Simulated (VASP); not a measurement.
# IrPt2F6 in VASP: notebook

Runs on IrPt2F6. Level: PBE. Tasks: single point.

Everything below comes from runs of VASP 6.6.1. Logs are shortened: lines on timing, memory, paths and dates and some standing lists are left out, and cuts for length are marked.

**1. The cell of the first run**

The typed cell holds 9 atoms: a = 5.175 Å, b = 5.175 Å, c = 4.154 Å, α = 90.00°, β = 90.00°, γ = 60.00°.

**2. Single point, PBE**

Contents of INCAR:

```
ALGO     = Normal         # electronic algorithm
EDIFF    = 1E-7           # SCF threshold, eV
ENCUT    = 520            # plane-wave cutoff, eV
GGA      = PE             # functional
ISIF     = 2              # what is computed and relaxed
ISMEAR   = -1             # smearing method
LASPH    = T              # aspherical terms in the spheres
LCHARG   = F              # write CHGCAR
LREAL    = F              # projectors in reciprocal space
LWAVE    = F              # write WAVECAR
NBANDS   = 46             # bands
NELM     = 60             # most SCF steps
PREC     = Accurate       # precision mode
SIGMA    = 0.0167         # smearing width, eV
```

Contents of KPOINTS:

```
k-points
0
Gamma
  4 4 4
```

Contents of POSCAR:

```
IrPt2F6
1.0
    2.5873500000      4.4814210000      0.0000000000
   -2.5873500000      4.4814210000      0.0000000000
    0.0000000000      0.0000000000      4.1540230000
Ir Pt F
1 2 6
Direct
    0.0000000000      0.0000000000      0.5000000000
    0.6667000000      0.6666000000      0.2033800000
    0.3333000000      0.3334000000      0.7966200000
    0.1565200000      0.1564800000      0.2798000000
    0.6870000000      0.1565200000      0.2798000000
    0.1564800000      0.6870000000      0.2798000000
    0.3130000000      0.8435200000      0.7202000000
    0.8435200000      0.8434800000      0.7202000000
    0.8434800000      0.3130000000      0.7202000000
```

Potentials or basis: VASP PAW PBE potentials, release 64 (Ir, Pt, F).

Launch:

```
$ cat potpaw_PBE.64/Ir/POTCAR potpaw_PBE.64/Pt/POTCAR potpaw_PBE.64/F/POTCAR > POTCAR
$ mpirun -np 1 vasp_std > vasp.out
```

OUTCAR:

```text
EDIFF = 1E-7
   ENCUT = 520
   GGA = PE
   ISIF = 2
   ISMEAR = -1
   LASPH = T
   LREAL = F
   NELM = 60
   PREC = Accurate

 ion  position               nearest neighbor table
   1  0.000  0.000  0.500-   4 1.67   8 1.67   7 1.67   6 1.67   5 1.67   9 1.67   2 3.23   3 3.23
                             3 3.23   2 3.23   2 3.23   3 3.23
   2  0.667  0.667  0.203-   9 2.56   8 2.56   7 2.56   5 2.61   4 2.61   6 2.61   6 2.61   4 2.61
                             5 2.61   9 2.67   8 2.67   7 2.67   1 3.23   1 3.23   1 3.23   3 3.43
   3  0.333  0.333  0.797-   6 2.56   4 2.56   5 2.56   8 2.61   7 2.61   9 2.61   9 2.61   7 2.61
                             8 2.61   6 2.67   4 2.67   5 2.67   1 3.23   1 3.23   1 3.23   2 3.43
   4  0.157  0.156  0.280-   1 1.67   3 2.56   2 2.61   2 2.61   3 2.67
   5  0.687  0.157  0.280-   1 1.67   3 2.56   2 2.61   2 2.61   3 2.67
   6  0.156  0.687  0.280-   1 1.67   3 2.56   2 2.61   2 2.61   3 2.67
   7  0.313  0.844  0.720-   1 1.67   2 2.56   3 2.61   3 2.61   2 2.67
   8  0.844  0.843  0.720-   1 1.67   2 2.56   3 2.61   3 2.61   2 2.67
   9  0.843  0.313  0.720-   1 1.67   2 2.56   3 2.61   3 2.61   2 2.67

  LATTYP: Found a hexagonal cell.
 ALAT       =     5.1746994311
 C/A-ratio  =     0.8027563833

  Lattice vectors:

 A1 = (   2.5873500000,  -4.4814210000,   0.0000000000)
 A2 = (   2.5873500000,   4.4814210000,   0.0000000000)
 A3 = (   0.0000000000,   0.0000000000,   4.1540230000)

Analysis of symmetry for initial positions (statically):
=====================================================================
 Subroutine PRICEL returns:
 Original cell was already a primitive cell.

 Routine SETGRP: Setting up the symmetry group for a
 hexagonal supercell.

 Subroutine GETGRP returns: Found  2 space group operations
 (whereof  2 operations were pure point group operations)
 out of a pool of 24 trial point group operations.

The static configuration has the point symmetry C_2 .

Analysis of symmetry for dynamics (positions and initial velocities):
=====================================================================
 Subroutine PRICEL returns:
 Original cell was already a primitive cell.

 Routine SETGRP: Setting up the symmetry group for a
 hexagonal supercell.

 Subroutine GETGRP returns: Found  2 space group operations
 (whereof  2 operations were pure point group operations)
 out of a pool of 24 trial point group operations.

The dynamic configuration has the point symmetry C_2 .

 Subroutine INISYM returns: Found  2 space group operations
 (whereof  2 operations are pure point group operations),
 and found     1 'primitive' translations

----------------------------------------------------------------------------------------

                                     Primitive cell

  volume of cell :      96.3318

  direct lattice vectors                    reciprocal lattice vectors
     2.587350000  4.481421000  0.000000000     0.193247918  0.111571754  0.000000000
    -2.587350000  4.481421000  0.000000000    -0.193247918  0.111571754  0.000000000
     0.000000000  0.000000000  4.154023000     0.000000000  0.000000000  0.240730492

  length of vectors
     5.174699431  5.174699431  4.154023000     0.223143483  0.223143483  0.240730492

  position of ions in fractional coordinates (direct lattice)
     0.000000000  0.000000000  0.500000000
     0.666700000  0.666600000  0.203380000
     0.333300000  0.333400000  0.796620000
     0.156520000  0.156480000  0.279800000
     0.687000000  0.156520000  0.279800000
     0.156480000  0.687000000  0.279800000
     0.313000000  0.843520000  0.720200000
     0.843520000  0.843480000  0.720200000
     0.843480000  0.313000000  0.720200000

  ion indices of the primitive-cell ions
   primitive index   ion index
                 1           1
                 2           2
                 3           3
                 4           4
                 5           5
                 6           6
                 7           7
                 8           8
                 9           9

----------------------------------------------------------------------------------------

 KPOINTS: k-points

Automatic generation of k-mesh.
 Grid dimensions read from file:
 generate k-points for:    4    4    4

 Generating k-lattice:

  Cartesian coordinates                     Fractional coordinates (reciprocal lattice)
     0.048311979  0.027892938  0.000000000     0.250000000 -0.000000000  0.000000000
    -0.048311979  0.027892938  0.000000000    -0.000000000  0.250000000  0.000000000
     0.000000000  0.000000000  0.060182623     0.000000000  0.000000000  0.250000000

  Length of vectors
     0.055785871  0.055785871  0.060182623

  Shift w.r.t. Gamma in fractional coordinates (k-lattice)
     0.000000000  0.000000000  0.000000000

 Subroutine IBZKPT returns following result:
 ===========================================

 Found     24 irreducible k-points:

 Following reciprocal coordinates:
            Coordinates               Weight
  0.000000  0.000000  0.000000      1.000000
  0.250000 -0.000000  0.000000      4.000000
 -0.000000  0.250000  0.000000      2.000000
  0.500000 -0.000000  0.000000      2.000000
 -0.000000  0.500000  0.000000      1.000000
  0.500000  0.250000  0.000000      2.000000
[... 16 lines left out ...]
  0.500000  0.250000  0.500000      2.000000
  0.250000  0.500000  0.500000      4.000000
   k-points           NKPTS =     24   k-points in BZ     NKDIM =     24   number of bands    NBANDS=     46
   number of dos      NEDOS =    301   number of ions     NIONS =      9
   total plane-waves  NPLWV =  51200
   dimension x,y,z NGX =    40 NGY =   40 NGZ =   32
   dimension x,y,z NGXF=    80 NGYF=   80 NGZF=   64
   ions per type =               1   2   6
   NGX,Y,Z   is equivalent  to a cutoff of  12.85, 12.85, 12.81 a.u.
   NGXF,Y,Z  is equivalent  to a cutoff of  25.70, 25.70, 25.61 a.u.
 SYSTEM =  unknown system
   PREC   = accura    normal or accurate (medium, high low for compatibility)
   ISTART =      0    job   : 0-new  1-cont  2-samecut
   ICHARG =      2    charge: 1-file 2-atom 10-const
   ISPIN  =      1    spin polarized calculation?
   LNONCOLLINEAR =      F non collinear calculations
   LSORBIT =      F    spin-orbit coupling
   LASPH  =      T    aspherical Exc in radial PAW
   ENCUT  =  520.0 eV  38.22 Ry    6.18 a.u.   9.62  9.62  7.72*2*pi/ulx,y,z
   NELM   =     60;   NELMIN=  2; NELMDL= -5     # of ELM steps
   EDIFF  = 0.1E-06   stopping-criterion for ELM
   LREAL  =      F    real-space projection
   EDIFFG = 0.1E-05   stopping-criterion for IOM
   NSW    =      0    number of steps for IOM
   IBRION =     -1    ionic relax: 0-MD 1-quasi-New 2-CG
   NFREE  =      0    steps in history (QN), initial steepest desc. (CG)
   ISIF   =      2    stress and relaxation
   ISYM   =      2    0-nonsym 1-usesym 2-fastsym
   POTIM  = 0.5000    time-step for ionic-motion
   TEBEG  =    0.0;   TEEND  =   0.0 temperature during run
   PSTRESS=    0.0 pullay stress
   NELECT =      71.0000    total number of electrons
   NUPDOWN=      -1.0000    fix difference up-down
   EMIN   =  10.00;   EMAX   =-10.00  energy-range for DOS
   EFERMI =   0.00;   METHOD = LEGACY
   ISMEAR =    -1;   SIGMA  =   0.02  broadening in eV -4-tet -1-fermi 0-gaus
   EFERMI_NEDOS =   21; number of points for ismear=-14 and -15
   IALGO  =     38    algorithm
   IMIX   =      4    mixing-type and parameters
     AMIX     =   0.40;   BMIX     =  1.00
     AMIX_MAG =   1.60;   BMIX_MAG =  1.00
  volume/ion in A,a.u.               =      10.70        72.23
  Fermi-wavevector in a.u.,A,eV,Ry     =   1.478783  2.794494 29.753194  2.186798
  Thomas-Fermi vector in A             =   2.593021
   LORBIT       =      0    0 simple, 1 ext, 2 COOP (PROOUT), +10 PAW based schemes
   GGA     = PE    functional components
   LHFCALC =     F    Hartree Fock is set to
   AEXX    =    0.0000 exact exchange contribution
   IVDW    =     0    specifies the selected vdW correction
   LEPSILON=     F    determine dielectric tensor
   LRPA    =     F    only Hartree local field effects (RPA)
 non-spin polarized calculation
  energy-cutoff  :      520.00
  volume of cell :       96.33
 maximum number of plane-waves:      2619
 NGX is ok and might be reduce to    40
   NGX = 19   NGY = 19   NGZ = 15

 number of electron      71.0000028 magnetization

 Free energy of the ion-electron system (eV)
  ---------------------------------------------------
  ext. energy  EPLUGINS =         0.00000000
  ---------------------------------------------------
  free energy    TOTEN  =       -24.81091617 eV

  energy without entropy =      -24.79809014  energy(sigma->0) =      -24.80450315

 E-fermi :   6.5474     XC(G=0): -11.9174

 val. band max:        6.5394647157   @ k =   0.2500   0.5000   0.0000
 cond. band min:       6.5504322606   @ k =  -0.0000   0.5000   0.2500
 fundamental gap:      0.0109675449
 Fermi energy:         6.5474333289

 k-point     1 :       0.0000    0.0000    0.0000
  band No.  band energies     occupation
      1     -21.0231      2.00000
      2     -20.3289      2.00000
      3     -20.3286      2.00000
      4     -19.1968      2.00000
      5     -19.1965      2.00000
      6     -19.0247      2.00000
[... 38 lines left out ...]
     45      17.5012      0.00000
     46      17.5964      0.00000

 k-point     2 :       0.2500   -0.0000    0.0000
  band No.  band energies     occupation
      1     -20.9594      2.00000
      2     -20.3726      2.00000
      3     -20.3229      2.00000
      4     -19.2781      2.00000
      5     -19.1996      2.00000
      6     -18.9597      2.00000
[... 38 lines left out ...]
     45      16.4466      0.00000
     46      18.0245      0.00000

 k-point     3 :      -0.0000    0.2500    0.0000
  band No.  band energies     occupation
      1     -20.9594      2.00000
      2     -20.3728      2.00000
      3     -20.3227      2.00000
      4     -19.2783      2.00000
      5     -19.1993      2.00000
      6     -18.9598      2.00000
[... 38 lines left out ...]
     45      16.4460      0.00000
     46      18.0246      0.00000

 k-point     4 :       0.5000   -0.0000    0.0000
  band No.  band energies     occupation
      1     -20.8909      2.00000
      2     -20.4110      2.00000
      3     -20.3172      2.00000
      4     -19.3677      2.00000
      5     -19.2030      2.00000
      6     -18.8978      2.00000
[... 920 lines left out ...]
     45      16.5877      0.00000
     46      16.6290      0.00000

 k-point    23 :       0.5000    0.2500    0.5000
  band No.  band energies     occupation
      1     -20.6853      2.00000
      2     -20.4854      2.00000
      3     -20.4360      2.00000
      4     -19.1925      2.00000
      5     -19.1679      2.00000
      6     -19.1183      2.00000
[... 38 lines left out ...]
     45      15.9815      0.00000
     46      16.9038      0.00000

 k-point    24 :       0.2500    0.5000    0.5000
  band No.  band energies     occupation
      1     -20.6852      2.00000
      2     -20.4856      2.00000
      3     -20.4358      2.00000
      4     -19.1927      2.00000
      5     -19.1677      2.00000
      6     -19.1183      2.00000
[... 38 lines left out ...]
     45      15.9812      0.00000
     46      16.9040      0.00000

------------------------ aborting loop because EDIFF is reached ----------------------------------------

  FORCE on cell =-STRESS in cart. coord.  units (eV):
  Direction    XX          YY          ZZ          XY          YZ          ZX
  --------------------------------------------------------------------------------------
  -------------------------------------------------------------------------------------
  Total       59.0463530     59.0419783     50.0144498     -0.0037736     -0.0017382      0.0030105
  in kB      982.0505485    981.9777889    831.8332186     -0.0627623     -0.0289088      0.0500702
  external PRESSURE =     931.9538520 kB  Pullay stress =       0.0000000 kB

 VOLUME and BASIS-vectors are now :
 -----------------------------------------------------------------------------
  energy-cutoff  :      520.00
  volume of cell :       96.33
      direct lattice vectors                 reciprocal lattice vectors
     2.587350000  4.481421000  0.000000000     0.193247918  0.111571754  0.000000000
    -2.587350000  4.481421000  0.000000000    -0.193247918  0.111571754  0.000000000
     0.000000000  0.000000000  4.154023000     0.000000000  0.000000000  0.240730492

 POSITION                                       TOTAL-FORCE (eV/Angst)
 -----------------------------------------------------------------------------------
      0.00000      0.00000      2.07701        -0.000002     -0.000003      0.000000
      0.00026      5.97508      0.84485        -0.001296      0.000749     -0.688940
     -0.00026      2.98776      3.30918         0.001297     -0.000748      0.688940
      0.00010      1.40268      1.16230         0.000600     10.669533     -6.797900
      1.37254      3.78017      1.16230        -9.239821     -5.335225     -6.797899
     -1.37264      3.77999      1.16230         9.239568     -5.334507     -6.797191
     -1.37264      5.18285      2.99173         9.239788      5.335286      6.797900
      0.00010      7.56016      2.99173        -0.000531    -10.669531      6.797899
      1.37254      5.18267      2.99173        -9.239604      5.334446      6.797191
 -----------------------------------------------------------------------------------
    total drift:                               -0.000001     -0.000002     -0.000000

  FREE ENERGIE OF THE ION-ELECTRON SYSTEM (eV)
  ---------------------------------------------------
  free  energy   TOTEN  =       -24.8109161651 eV

  energy  without entropy=      -24.7980901371  energy(sigma->0) =      -24.80450315
```

Run time: 3.2 min. Hardware: 1 thread of Oxide Virtual Turin-like, shared host; peak memory 0.24 GiB.

Results:

| Property | Result |
| --- | --- |
| Free energy | -24.8109 eV |
| Pressure | 93.2 GPa |
| Largest force | 12.651 eV/Å |
| Band gap on the k mesh | zero (an odd number of electrons rules out a gap without spin polarisation) |

Forces in eV/Å, atoms in the order of the input:
```
Ir    0.000   0.000   0.000
Pt   -0.001   0.001  -0.689
Pt    0.001  -0.001   0.689
F     0.001  10.670  -6.798
F    -9.240  -5.335  -6.798
F     9.240  -5.335  -6.797
F     9.240   5.335   6.798
F    -0.001 -10.670   6.798
F    -9.240   5.334   6.797
```

Caveat: the k points lie up to 0.38 Å⁻¹ apart, too coarse for converged energies and pressures of a metal; spin-orbit coupling is left out, which moves the levels of the heavy elements; an odd number of electrons without spin polarisation forces a metal; a magnetic or distorted state may lie lower.

**3. Single point, PBE**

Contents of INCAR:

```
  ALGO = Normal
  EDIFF = 1E-7
  ENCUT = 520
  GGA = PE
  ISIF = 2
  ISMEAR = 1
  LASPH = T
  LCHARG = F
  LREAL = F
  LWAVE = F
  NBANDS = 46
  NELM = 100
  PREC = Accurate
  SIGMA = 0.05
```

KPOINTS is that of step 2.

POSCAR is that of step 2.

Potentials or basis: VASP PAW PBE potentials, release 64 (Ir, Pt, F).

Launch:

```
$ cat potpaw_PBE.64/Ir/POTCAR potpaw_PBE.64/Pt/POTCAR potpaw_PBE.64/F/POTCAR > POTCAR
$ mpirun -np 1 vasp_std > vasp.out
```

Wall time 3.3 min (1 thread of Oxide Virtual Turin-like, shared host); peak memory 0.24 GiB.

Results (log left out):

| Item | Value |
| --- | --- |
| Free energy | -24.8049 eV |
| Pressure | 93.2 GPa |
| Largest force | 12.649 eV/Å |
| Band gap on the k mesh | zero (an odd number of electrons rules out a gap without spin polarisation) |

Forces on the atoms (eV/Å):
```
Ir    0.000   0.000   0.000
Pt   -0.001   0.001  -0.678
Pt    0.001  -0.001   0.678
F     0.001  10.669  -6.796
F    -9.239  -5.335  -6.796
F     9.239  -5.334  -6.795
F     9.239   5.335   6.796
F    -0.001 -10.669   6.796
F    -9.239   5.334   6.795
```

Stress tensor (GPa, compression positive):
```
98.18 -0.01  0.01
-0.01 98.18  0.00
 0.01  0.00 83.16
```

Levels at points of the mesh, in eV from the Fermi level:
| k point | band 31 | band 32 | band 33 | band 34 | band 35 | band 36 | band 37 | band 38 | band 39 | band 40 |
| --- | --- | --- | --- | --- | --- | --- | --- | --- | --- | --- |
| (0.00, 0.00, 0.00) | -0.74 | -0.72 | -0.72 | -0.15 | -0.15 | 0.01 | 0.01 | 0.11 | 2.59 | 6.34 |
| (0.50, 0.00, 0.00) | -0.44 | -0.41 | -0.37 | -0.29 | -0.27 | 0.16 | 0.20 | 1.81 | 2.06 | 6.21 |
| (0.00, 0.50, 0.00) | -0.44 | -0.41 | -0.37 | -0.29 | -0.27 | 0.16 | 0.20 | 1.81 | 2.07 | 6.21 |
| (0.00, 0.00, 0.50) | -0.60 | -0.60 | -0.57 | -0.48 | -0.48 | -0.25 | -0.25 | 1.32 | 2.00 | 6.51 |
| (0.50, 0.00, 0.50) | -0.66 | -0.58 | -0.36 | -0.13 | -0.06 | -0.04 | 0.07 | 2.22 | 2.63 | 5.26 |
| (0.00, 0.50, 0.50) | -0.66 | -0.58 | -0.36 | -0.13 | -0.06 | -0.04 | 0.07 | 2.22 | 2.63 | 5.26 |

Caveat: the k points lie up to 0.38 Å⁻¹ apart, too coarse for converged energies and pressures of a metal; spin-orbit coupling is left out, which moves the levels of the heavy elements; an odd number of electrons without spin polarisation forces a metal; a magnetic or distorted state may lie lower.

(Part 1 of 2 ends here.)
